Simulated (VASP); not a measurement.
Write the native input for VASP 6.6.1 that does the following.

| Property | Result |
| --- | --- |
| Task | relaxation of cell and atoms |
| Functional | PBE |
| Potentials or basis | VASP PAW PBE potentials, release 64 (Hg) |
| Cutoff | 600 eV |
| k mesh | 6 × 6 × 4 |
| Occupations | gaussian, width 0.1 eV |
| Spin | no spin polarisation |
| Dipole correction | no |
| Further INCAR settings | ALGO = Normal; EDIFF = 1e-06; IBRION = 2; EDIFFG = -0.04; NSW = 90; ISIF = 3 |

The structure of Hg lies in POSCAR:

```
Hg
1.0
    3.7510875800      0.0000000000      0.0000000000
   -1.8755437900      3.2485371400      0.0000000000
    0.0000000000      0.0000000000      4.5557933700
Hg
2
Direct
    0.0000000000      0.0000000000      0.7527127400
    0.0000000000      0.0000000000      0.2472872600
```

The cell was generated, and may not be a known phase.

These files were run (other wordings do the same):

INCAR

```
SYSTEM = Hg
PREC = Accurate ; ENCUT = 600
EDIFF = 1E-6 ; ISMEAR = 0
SIGMA = 0.1 ; LREAL = .False.
LASPH = .True. ; NELM = 100
ALGO = Normal ; ISIF = 3
LWAVE = .False. ; LCHARG = .False.
GGA = PE ; IBRION = 2
NSW = 90 ; EDIFFG = -0.04
```

KPOINTS

```
regular mesh
0
Gamma
  6 6 4
  0 0 0
```

Potentials or basis: VASP PAW PBE potentials, release 64 (Hg).

Launch:

```bash
$ cat potpaw_PBE.64/Hg/POTCAR > POTCAR
$ mpirun -np 1 vasp_std > vasp.out
```

Results of the run:

```
Relaxed volume                        : 28.15 Å³/atom
Relaxed cell                          : a = 3.288 Å, b = 3.288 Å, c = 6.015 Å, α = 90.00°, β = 90.00°, γ = 120.00°
Space group after relaxing (to 0.1 Å) : P6/mmm (No. 191)
Energy gained by relaxing             : 1470.3 meV/atom
Ionic steps                           : 16
Pressure after relaxing               : 0.0 GPa
Largest force after relaxing          : 0.012 eV/Å
Band gap on the k mesh                : zero (bands 12 and 13 overlap by 2.83 eV)
```

Caveat: a cell axis changed by over 15 % at a fixed basis, so the end point is rough; spin-orbit coupling is left out, which moves the levels of the heavy elements.

It took 6.1 min on 1 thread of Intel Xeon 8259CL, with other jobs on the host, peak memory 0.2 GiB.
